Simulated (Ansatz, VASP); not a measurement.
## Sr: VASP beside Ansatz

Contents of INCAR:

```
SYSTEM = Sr
PREC = Accurate ; ENCUT = 520
EDIFF = 1E-6 ; ISMEAR = 0
SIGMA = 0.15 ; LREAL = .False.
LASPH = .True. ; NELM = 60
ALGO = Fast ; ISIF = 2
LWAVE = .False. ; LCHARG = .True.
GGA = PE ; LELF = .True.
LVHAR = .True. ; NBANDS = 11
```

KPOINTS

```
regular mesh
0
Gamma
  20 20 20
  0 0 0
```

The input POSCAR:

```
Sr
1.0
   -2.3752254294      2.3752254294      2.3752254294
    2.3752254294     -2.3752254294      2.3752254294
    2.3752254294      2.3752254294     -2.3752254294
Sr
1
Direct
    0.0000000000      0.0000000000      0.0000000000
```

Input for Ansatz:

```yaml
crystal:
  lattice:
    - [-2.3752254294, 2.3752254294, 2.3752254294]
    - [2.3752254294, -2.3752254294, 2.3752254294]
    - [2.3752254294, 2.3752254294, -2.3752254294]
  atoms:
    - { symbol: Sr, position: [0.0, 0.0, 0.0] }
basis:
  ecutwfc: 420
kpoints:
  mp_grid: { grid: [20, 20, 20] }
hamiltonian:
  xc: pbe
scf:
  occupations: { method: gaussian, width: 0.15 }
output:
  forces: true
  stress: true
  eigenvalues: true
```

Alike in both runs: task single point; functional PBE; k mesh 20 × 20 × 20; occupations gaussian, width 0.15 eV; no spin polarisation.

|  | VASP | Ansatz |
| --- | --- | --- |
| version | VASP 6.6.1 | Ansatz 0.2.0 |
| potentials or method | VASP PAW PBE potentials, release 64 (Sr_sv), cutoff 520 eV | scalar-relativistic, plane waves, PAW |
| valence electrons in the cell | 10 | 10 |

|  | VASP | Ansatz | Ansatz less VASP |
| --- | --- | --- | --- |
| gap on the k mesh at the Fermi level (eV) | none | none | - |
| pressure (GPa) | 0.1 | 0.1 | -0.01 |

A gap of «none» marks a metal or a gap that the smearing closes.
